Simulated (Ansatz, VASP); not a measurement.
**Bi: VASP beside Ansatz**

File INCAR:

```
SYSTEM = Bi
  PREC = Accurate
  ENCUT = 520
  EDIFF = 1E-6
  ISMEAR = 0
  SIGMA = 0.15
  LREAL = .FALSE.
  LASPH = .TRUE.
  NELM = 100
  ALGO = Fast
  ISIF = 2
  LWAVE = .FALSE.
  LCHARG = .FALSE.
  GGA = PE
  NBANDS = 22
```

The input KPOINTS:

```
regular mesh
0
G
  12 12 12
  0 0 0
```

Contents of POSCAR:

```
Bi
1.0
    2.0826594288      1.2024239818      4.7097613332
   -2.0826594288      1.2024239818      4.7097613332
    0.0000000000     -2.4048479636      4.7097613332
Bi
2
Direct
    0.2338900000      0.2338900000      0.2338900000
    0.7661100000      0.7661100000      0.7661100000
```

Input for Ansatz:

```yaml
crystal:
  lattice:
    - [2.0826594288, 1.2024239818, 4.7097613332]
    - [-2.0826594288, 1.2024239818, 4.7097613332]
    - [0.0, -2.4048479636, 4.7097613332]
  atoms:
    - { symbol: Bi, position: [0.23389, 0.23389, 0.23389] }
    - { symbol: Bi, position: [0.76611, 0.76611, 0.76611] }
basis:
  ecutwfc: 420
kpoints:
  mp_grid: { grid: [12, 12, 12] }
hamiltonian:
  xc: pbe
scf:
  occupations: { method: gaussian, width: 0.15 }
output:
  forces: true
  stress: true
  eigenvalues: true
  write_density: true
  write_potential: true
  elf: true
  volumetric_format: npy
```

Alike in both runs: task single point; functional PBE; k mesh 12 × 12 × 12; occupations gaussian, width 0.15 eV; no spin polarisation.

|  | VASP | Ansatz |
| --- | --- | --- |
| version | VASP 6.6.1 | Ansatz 0.2.0 |
| potentials or method | VASP PAW PBE potentials, release 64 (Bi_d), cutoff 520 eV | scalar-relativistic, plane waves, PAW |
| valence electrons in the cell | 30 | 30 |

|  | VASP | Ansatz | Ansatz less VASP |
| --- | --- | --- | --- |
| gap on the k mesh at the Fermi level (eV) | none | none | - |
| pressure (GPa) | 1.9 | 1.9 | +0.06 |
| traceless stress, the component that is largest in VASP (GPa) | -2.56 | -2.57 | -0.014 |
| rms of the force components (eV/Å) | 0.020 | 0.024 | +0.0039 |

Atom by atom the forces differ by 0.004 eV/Å (rms over components). A gap of «none» marks a metal or a gap that the smearing closes.

Neither program's run includes spin-orbit coupling.
